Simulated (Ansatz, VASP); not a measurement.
Two plane-wave programs on MgO

File INCAR:

```
  ALGO = Normal
  EDIFF = 1E-6
  ENCUT = 840
  GGA_COMPAT = F
  ISIF = 2
  ISMEAR = 0
  LASPH = T
  LCHARG = T
  LELF = T
  LREAL = F
  LVHAR = T
  LWAVE = F
  NBANDS = 15
  NELM = 120
  PREC = Accurate
  SIGMA = 0.05
```

File KPOINTS:

```
k-points
0
Gamma
  9 9 8
```

The input POSCAR:

```
MgO
1.0
    2.9380209034      0.0000000000      0.0000000000
   -1.4690104517      2.6588987725      0.0000000000
    0.0000000000      0.0000000000      2.6796800000
Mg O
1 1
Direct
    0.0000000000      0.0000000000      0.0000000000
    0.3333333333      0.6666666667      0.5000000000
```

Input for Ansatz:

```yaml
crystal:
  lattice:
    - [2.9380209034, 0.0, 0.0]
    - [-1.4690104517, 2.6588987725, 0.0]
    - [0.0, 0.0, 2.67968]
  atoms:
    - { symbol: Mg, position: [0.0, 0.0, 0.0] }
    - { symbol: O, position: [0.3333333333, 0.6666666667, 0.5] }
basis:
  ecutwfc: 420
kpoints:
  mp_grid: { grid: [9, 9, 8] }
hamiltonian:
  xc: lda
scf:
  occupations: { method: gaussian, width: 0.05 }
output:
  forces: true
  stress: true
  eigenvalues: true
```

Change from the starting cell: strain +0.0450 x Voigt [0, 1, 0, 0, 0, 0], atoms carried along.

Alike in both runs: task single point; functional LDA; k mesh 9 × 9 × 8; occupations gaussian, width 0.05 eV; no spin polarisation.

|  | VASP | Ansatz |
| --- | --- | --- |
| version | VASP 6.6.1 | Ansatz 0.2.0 |
| potentials or method | VASP PAW LDA potentials, release 64 (Mg_sv, O), cutoff 840 eV | scalar-relativistic, plane waves, PAW |
| valence electrons in the cell | 16 | 16 |

Ansatz gave:

```
gap on the k mesh at the Fermi level (eV)                     : 2.49
least direct gap on the mesh (eV)                             : 2.84
pressure (GPa)                                                : -13.5
traceless stress, the component that is largest in VASP (GPa) : -7.50
rms of the force components (eV/Å)                            : 0.043
```

What did VASP give for the same quantities?

gap on the k mesh at the Fermi level (eV): 2.50; least direct gap on the mesh (eV): 2.85; pressure (GPa): -13.3; traceless stress, the component that is largest in VASP (GPa): -7.57; rms of the force components (eV/Å): 0.039.

LDA's correlation is that of Perdew and Zunger in VASP and of Perdew and Wang (1992) in Ansatz. Atom by atom the forces differ by 0.003 eV/Å (rms over components).
